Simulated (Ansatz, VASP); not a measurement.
# Ba in VASP and in Ansatz

INCAR

```
PREC = Accurate ; ENCUT = 600
EDIFF = 1E-6 ; ISMEAR = -1
SIGMA = 0.05 ; LREAL = F
LASPH = T ; NELM = 60
ALGO = Normal ; ISIF = 3
LWAVE = F ; LCHARG = F
GGA = PE ; IBRION = 2
NSW = 60 ; EDIFFG = -0.005
```

The input KPOINTS:

```
Automatic mesh
0
Gamma
  9 9 9
```

The input POSCAR:

```
Ba
1.0
    0.0000000000      4.2963101572      4.2963101572
    4.2963101572      0.0000000000      4.2963101572
    4.2963101572      4.2963101572      0.0000000000
Ba
2
Direct
   -0.1250000000     -0.1250000000     -0.1250000000
    0.1250000000      0.1250000000      0.1250000000
```

Input for Ansatz:

```yaml
crystal:
  lattice:
    - [0.0, 4.2963101572, 4.2963101572]
    - [4.2963101572, 0.0, 4.2963101572]
    - [4.2963101572, 4.2963101572, 0.0]
  atoms:
    - { symbol: Ba, position: [-0.125, -0.125, -0.125] }
    - { symbol: Ba, position: [0.125, 0.125, 0.125] }
kpoints:
  mp_grid: { grid: [9, 9, 9] }
scf:
  occupations: { method: fermi_dirac, width: 0.05 }
hamiltonian:
  xc: pbe
  pseudopotentials: { kind: paw }
output:
  forces: true
  stress: true
  write_density: true
  write_potential: true
  elf: true
  volumetric_format: npy
relax:
  f_tol: 0.005
  max_steps: 40
  cell: {}
```

Alike in both runs: task relaxation of cell and atoms; functional PBE; k mesh 9 × 9 × 9; occupations fermi-dirac, width 0.05 eV; no spin polarisation.

```csv
,VASP,Ansatz
version,VASP 6.6.1,Ansatz 0.2.0
potentials or method,"VASP PAW PBE potentials, release 64 (Ba_sv)","PAW with Ansatz's default frozen-core files, scalar-relativistic"
plane-wave cutoff (eV),600,420
valence electrons in the cell,20,20
```

```tsv
	VASP	Ansatz	Ansatz less VASP
relaxed volume (Å³/atom)	59.41	56.58	-2.832
relaxed length of the cell vector where the two differ most in proportion (Å)	5.518	5.429	-0.0891
```

Neither program's run includes spin-orbit coupling. Noted on VASP's run: the volume moved by over 15 % at a fixed basis, so the end points are rough.
